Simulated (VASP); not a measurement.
A run of VASP 6.6.1 is set up as follows.

Contents of INCAR:

```
SYSTEM = Ta2N
  PREC = Accurate
  ENCUT = 520
  EDIFF = 1E-6
  ISMEAR = -1
  SIGMA = 0.05
  LREAL = .FALSE.
  LASPH = .TRUE.
  NELM = 60
  ALGO = Normal
  ISIF = 2
  LWAVE = .FALSE.
  LCHARG = .FALSE.
  GGA = PE
  NBANDS = 20
```

Contents of KPOINTS:

```
Automatic mesh
0
G
  10 10 6
  0 0 0
```

POSCAR

```
Ta2N
1.0
    3.1739135059      0.0000000000      0.0000000000
   -1.5869567530      2.7486897255      0.0000000000
    0.0000000000      0.0000000000      4.9653523268
Ta N
2 1
Direct
    0.3333333333      0.6666666667      0.2547110000
    0.6666666667      0.3333333333      0.7452890000
    0.0000000000      0.0000000000      0.0000000000
```

Potentials or basis: VASP PAW PBE potentials, release 64 (Ta_pv, N).

Run with:

```bash
$ cat potpaw_PBE.64/Ta_pv/POTCAR potpaw_PBE.64/N/POTCAR > POTCAR
$ mpirun -np 1 vasp_std > vasp.out
```

**Question.** Predict the pressure.

**Answer.** -15.1 GPa.

**Question.** Predict the largest force.

**Answer.** 0.270 eV/Å.

**Question.** What does it give for the band gap on the k mesh?

**Answer.** Zero (an odd number of electrons rules out a gap without spin polarisation).

Forces in eV/Å, atoms in the order of the input:
```
Ta   0.000  0.000 -0.270
Ta   0.000  0.000  0.270
N    0.000  0.000  0.000
```

Caveat: the cell stands under tension; spin-orbit coupling is left out, which moves the levels of the heavy elements.
